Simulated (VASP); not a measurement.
Here is a VASP 6.6.1 calculation.

The input INCAR:

```
PREC = Accurate ; ENCUT = 520
EDIFF = 1E-6 ; ISMEAR = -1
SIGMA = 0.05 ; LREAL = False
LASPH = True ; NELM = 80
ALGO = Normal ; ISIF = 2
LWAVE = False ; LCHARG = True
GGA = PE ; LELF = True
LVHAR = True ; NBANDS = 16
```

KPOINTS

```
Automatic mesh
0
Gamma
  18 18 18
```

Contents of POSCAR:

```
GaN
1.0
    0.0000000000      1.9016651652      1.9016651652
    1.9016651652      0.0000000000      1.9016651652
    1.9016651652      1.9016651652      0.0000000000
Ga N
1 1
Direct
    0.0000000000      0.0000000000      0.0000000000
    0.2500000000      0.2500000000      0.2500000000
```

Potentials or basis: VASP PAW PBE potentials, release 64 (Ga_d, N).

Launch:

```sh
$ cat potpaw_PBE.64/Ga_d/POTCAR potpaw_PBE.64/N/POTCAR > POTCAR
$ mpirun -np 1 vasp_std > vasp.out
```

Task: What does it give for the pressure?

Result: 288.1 GPa.

Task: Predict the band gap on the k mesh.

Result: 3.37 eV, indirect (least direct gap 4.77 eV).

A k mesh can miss the band edges.
